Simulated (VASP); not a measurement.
# SrC2: single point with LDA

The system is SrC2.

```xyz
3
Lattice="-1.9957 1.9957 3.3421 1.9957 -1.9957 3.3421 1.9957 1.9957 -3.3421" Properties=species:S:1:pos:R:3 pbc="T T T"
Sr    0.0000    0.0000    0.0000
C     0.0000    0.0000    2.7163
C     0.0000    0.0000    3.9680
```

| Quantity | Value |
| --- | --- |
| Program | VASP 6.6.1 |
| Task | single point |
| Functional | LDA |
| Potentials or basis | VASP PAW LDA potentials, release 64 (Sr_sv, C) |
| Cutoff | 520 eV |
| k mesh | 10 × 10 × 10 |
| Occupations | gaussian, width 0.01 eV |
| Spin | no spin polarisation |
| Dipole correction | no |
| Further INCAR settings | ALGO = Normal; EDIFF = 1e-06; NBANDS = 16 |

The pressure is 0.4 GPa, the largest force is 0.095 eV/Å and the band gap on the k mesh is 1.25 eV (least direct gap 2.14 eV).

Forces on the atoms (eV/Å):
```
Sr   0.000  0.000  0.000
C    0.000  0.000 -0.095
C    0.000  0.000  0.095
```

Stress tensor (GPa, compression positive):
```
0.25 0.00 0.00
0.00 0.25 0.00
0.00 0.00 0.68
```

Levels at points of the mesh, in eV from the valence-band top:
| k point | band 6 | band 7 | band 8 | band 9 | band 10 | band 11 | band 12 | band 13 |
| --- | --- | --- | --- | --- | --- | --- | --- | --- |
| (0.00, 0.00, 0.00) | -2.39 | -2.17 | -0.91 | -0.91 | 3.30 | 3.30 | 4.38 | 5.53 |
| (0.50, 0.00, 0.00) | -3.87 | -2.32 | -1.86 | -0.36 | 4.78 | 5.87 | 6.55 | 7.16 |
| (0.50, 0.50, 0.00) | -2.65 | -1.98 | -1.23 | -0.89 | 1.25 | 5.90 | 7.65 | 8.94 |
| (0.50, 0.50, 0.50) | -3.62 | -1.29 | -1.29 | -0.04 | 3.09 | 6.23 | 6.87 | 6.87 |

Wall time 85 s on 1 thread of AMD EPYC 9R45 96-Core Processor (Zen 5), on a shared host, peak memory 0.2 GiB.

A k mesh can miss the band edges.
